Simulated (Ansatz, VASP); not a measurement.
## Si2Ni: VASP beside Ansatz

Contents of INCAR:

```
PREC = Accurate
ENCUT = 520
EDIFF = 1E-6
ISMEAR = 0
SIGMA = 0.15
LREAL = False
LASPH = True
NELM = 60
ALGO = Normal
ISIF = 2
LWAVE = False
LCHARG = False
GGA = PS
NBANDS = 16
```

The input KPOINTS:

```
regular mesh
0
Gamma
  16 16 16
```

POSCAR

```
Si2Ni
1.0
    0.0000000000      2.6957048548      2.6957048548
    2.6957048548      0.0000000000      2.6957048548
    2.6957048548      2.6957048548      0.0000000000
Si Ni
2 1
Direct
    0.2500000000      0.2500000000      0.2500000000
    0.7500000000      0.7500000000      0.7500000000
    0.0000000000      0.0000000000      0.0000000000
```

Input for Ansatz:

```yaml
crystal:
  lattice:
    - [0.0, 2.6957048548, 2.6957048548]
    - [2.6957048548, 0.0, 2.6957048548]
    - [2.6957048548, 2.6957048548, 0.0]
  atoms:
    - { symbol: Si, position: [0.25, 0.25, 0.25] }
    - { symbol: Si, position: [0.75, 0.75, 0.75] }
    - { symbol: Ni, position: [0.0, 0.0, 0.0] }
basis:
  ecutwfc: 420
kpoints:
  mp_grid: { grid: [16, 16, 16] }
hamiltonian:
  xc: pbesol
scf:
  occupations: { method: gaussian, width: 0.15 }
output:
  forces: true
  stress: true
  eigenvalues: true
```

Alike in both runs: task single point; functional PBEsol; k mesh 16 × 16 × 16; occupations gaussian, width 0.15 eV; no spin polarisation.

|  | VASP | Ansatz |
| --- | --- | --- |
| version | VASP 6.6.1 | Ansatz 0.2.0 |
| potentials or method | VASP PAW PBE potentials, release 64 (Si, Ni), cutoff 520 eV | scalar-relativistic, plane waves, PAW |
| valence electrons in the cell | 18 | 26 |

VASP gave:

```
gap on the k mesh at the Fermi level (eV) : none
pressure (GPa)                            : 0.0
```

**Question.** Which values does Ansatz return?

**Answer.** gap on the k mesh at the Fermi level (eV): none; pressure (GPa): -0.1.

VASP's potentials were made for PBE, not for PBEsol. A gap of «none» marks a metal or a gap that the smearing closes. The functional is the same, so the differences come from potentials, cutoffs and numerics. VASP's potentials hold 18 valence electrons a cell and Ansatz's 26, so a difference there can come from the potentials and not from the codes.
